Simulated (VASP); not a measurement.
Crystal: SnO2.

```
CELL_PARAMETERS angstrom
4.80697 0.00000 0.00000
0.00000 4.80697 0.00000
0.00000 0.00000 3.09571
ATOMIC_POSITIONS crystal
Sn 0.00000 0.00000 0.00000
Sn 0.50000 0.50000 0.50000
O 0.30496 0.30496 0.00000
O 0.19504 0.80496 0.50000
O 0.69504 0.69504 0.00000
O 0.80496 0.19504 0.50000
```

```yaml
Program: VASP 6.6.1
Task: relaxation of cell and atoms
Functional: PBEsol
Potentials_or_basis: VASP PAW PBE potentials, release 64 (Sn_d, O)
Cutoff: 600 eV
k_mesh: 6 × 6 × 10
Occupations: gaussian, width 0.02 eV
Spin: no spin polarisation
```

At the start: pressure 6.7 GPa; volume 11.92 Å³/atom.

Where does the relaxation end?

Over 5 steps the energy falls by 18.7 meV/atom and the volume is 12.21 Å³/atom (+2.4 %); space group P4_2/mnm (No. 136, to 0.05 Å).

The path:
```
step  energy change (eV)  largest force (eV/Å)  pressure (GPa)  volume (Å³)
   1              0.0000                0.0795            6.74        71.53
   2             -0.0030                0.3768           -8.57        76.80
   3             -0.0875                0.1967           -1.68        74.10
   4             -0.1109                0.0479           -0.42        73.44
   5             -0.1123                0.0029           -0.02        73.24
```

Final structure:
```yaml
crystal:
  lattice:
    - [4.77210, 0.00000, 0.00000]
    - [0.00000, 4.77210, 0.00000]
    - [0.00000, 0.00000, 3.21606]
  atoms:
    - { symbol: Sn, position: [0.00000, 0.00000, 0.00000] }
    - { symbol: Sn, position: [0.50000, 0.50000, 0.50000] }
    - { symbol: O, position: [0.30622, 0.30622, 0.00000] }
    - { symbol: O, position: [0.19378, 0.80622, 0.50000] }
    - { symbol: O, position: [0.69378, 0.69378, 0.00000] }
    - { symbol: O, position: [0.80622, 0.19378, 0.50000] }
```

Caveat: the PAW data sets were made with another functional, which shifts forces and pressure a little.
